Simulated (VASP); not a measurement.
Set up this calculation in VASP 6.6.1, as the native input.

```
Task                   : single point
Functional             : PBE
Potentials or basis    : VASP PAW PBE potentials, release 64 (Fe, Co)
Cutoff                 : 600 eV
k mesh                 : 6 × 6 × 6
Occupations            : gaussian, width 0.1 eV
Spin                   : collinear spin, ferromagnetic start
Starting moments       : [4.0, 3.0] μB
Dipole correction      : no
Further INCAR settings : ALGO = Normal; EDIFF = 1e-06; NBANDS = 20
```

The structure of FeCo lies in POSCAR:

```
FeCo
1.0
    2.8570000000      0.0000000000      0.0000000000
    0.0000000000      2.8570000000      0.0000000000
    0.0000000000      0.0000000000      2.8570000000
Fe Co
1 1
Direct
    0.5000000000      0.5000000000      0.5000000000
    0.0000000000      0.0000000000      0.0000000000
```

The input as run:

INCAR

```
SYSTEM = FeCo
PREC = Accurate ; ENCUT = 600
EDIFF = 1E-6 ; ISMEAR = 0
SIGMA = 0.1 ; LREAL = .FALSE.
LASPH = .TRUE. ; NELM = 200
ALGO = Normal ; ISIF = 2
LWAVE = .FALSE. ; LCHARG = .FALSE.
ISPIN = 2 ; MAGMOM = 4 3
LORBIT = 11 ; LMAXMIX = 4
GGA = PE ; NBANDS = 20
GGA_COMPAT = .FALSE.
```

KPOINTS

```
Automatic mesh
0
G
  6 6 6
  0 0 0
```

Potentials or basis: VASP PAW PBE potentials, release 64 (Fe, Co).

The run is started by

```sh
$ cat potpaw_PBE.64/Fe/POTCAR potpaw_PBE.64/Co/POTCAR > POTCAR
$ mpirun -np 1 vasp_std > vasp.out
```

It gave:

| Item | Value |
| --- | --- |
| Pressure | -1.6 GPa |
| Net moment | 4.72 μB per cell |
| Site moments | Fe +2.88; Co +1.84 μB |
| Valence electrons inside the program's atomic spheres | Fe 7.12; Co 8.21 |

Caveat: the k points lie up to 0.37 Å⁻¹ apart.

It took 14 s on 1 thread of Intel(R) Xeon(R) Platinum 8375C CPU @ 2.90GHz (Ice Lake), on a shared host, peak memory 0.16 GiB.
